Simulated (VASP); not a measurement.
Runs of VASP 6.6.1 on CoW3. The structure is that of space group Fm-3m (No. 225), or close to it. The cells are those of the table. 

| spin | fixed moment (μB) | cell | gap on the mesh (eV) | pressure (GPa) | moment (μB) |
| --- | --- | --- | --- | --- | --- |
| off | - | a = 4.286 Å, angles 60.0°, 4 atoms | none | 12.2 | - |
| off | - | a = 4.591 Å, angles 60.0°, 4 atoms | none | -35.0 | - |
| collinear | 0.75 | a = 4.345 Å, angles 60.0°, 4 atoms | - | -0.3 | 0.75 |
| collinear, ferromagnetic start | 3.0 | a = 4.345 Å, angles 60.0°, 4 atoms | - | 3.4 | 3.00 |
| off | - | a = 4.132 Å, angles 60.0°, 4 atoms | none | 60.4 | - |
| off | - | a = 4.033 Å, angles 60.0°, 4 atoms | none | 104.9 | - |
| off | - | a = 4.485 Å, angles 60.0°, 4 atoms | none | -23.9 | - |
| collinear, ferromagnetic start | 1.12 | a = 4.345 Å, angles 60.0°, 4 atoms | - | 0.1 | 1.12 |
| collinear, zero start | 0.0 | a = 4.345 Å, angles 60.0°, 4 atoms | - | -1.0 | 0.00 |
| collinear | 0.38 | a = 4.345 Å, angles 60.0°, 4 atoms | - | (a) | 0.38 |
| collinear | - | a = 4.345 Å, angles 60.0°, 4 atoms | none | (b) | 1.32 |
| collinear, ferromagnetic start | 2.25 | a = 4.345 Å, angles 60.0°, 4 atoms | - | 1.9 | 2.25 |

Alike in all rows: task single point; level PBEsol; potentials or basis VASP PAW PBE potentials, release 64 (W_sv, Co); k mesh 12 × 12 × 12; cutoff (eV) 520; smearing gaussian 0.1 eV.

Fill in the values left out.

(a) -0.7; (b) 0.5.

Caveats: the PAW data sets were made with another functional, which shifts forces and pressure a little; spin-orbit coupling is left out, which moves the levels of the heavy elements; the total moment is fixed, so each spin has its own Fermi level (some runs).

A k mesh can miss the band edges, and the runs leave out spin-orbit coupling on W.

A gap of «none» marks levels without a gap at the run's occupations.
